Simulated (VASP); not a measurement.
A run of VASP 6.6.1:

Contents of INCAR:

```
ALGO = Normal
EDIFF = 1E-6
ENCUT = 500
GGA = PE
GGA_COMPAT = F
ISIF = 2
ISMEAR = 0
LASPH = T
LCHARG = T
LELF = T
LMAXMIX = 6
LREAL = F
LVHAR = T
LWAVE = F
NBANDS = 32
NELM = 200
PREC = Accurate
SIGMA = 0.1
```

The input KPOINTS:

```
k-points
0
Gamma
  4 4 2
```

POSCAR

```
RbHoBr4
1.0
    4.5840927600      0.0000000000      0.0000000000
    0.0000000000      4.5840927600      0.0000000000
    0.0000000000      0.0000000000      7.8860550400
Rb Ho Br
1 1 4
Direct
    0.0000000000      0.0000000000      0.0000000000
    0.5000000000      0.5000000000      0.5000000000
    0.5000000000      0.5000000000      0.7816317100
    0.5000000000      0.5000000000      0.2183682900
    0.5000000000      0.0000000000      0.5000000000
    0.0000000000      0.5000000000      0.5000000000
```

Potentials or basis: VASP PAW PBE potentials, release 64 (Rb_sv, Ho_3, Br), 4f in core.

Launch:

```bash
$ cat potpaw_PBE.64/Rb_sv/POTCAR potpaw_PBE.64/Ho_3/POTCAR potpaw_PBE.64/Br/POTCAR > POTCAR
$ mpirun -np 1 vasp_std > vasp.out
```

Hardware: 1 thread of Intel(R) Xeon(R) Platinum 8488C (Sapphire Rapids), on a shared host.

Question: Estimate the wall time of this run.

Answer: Wall time 81 s on 1 thread of Intel(R) Xeon(R) Platinum 8488C (Sapphire Rapids) (shared host), peak memory 0.27 GiB. Counts: scf iterations 14, k points 12.
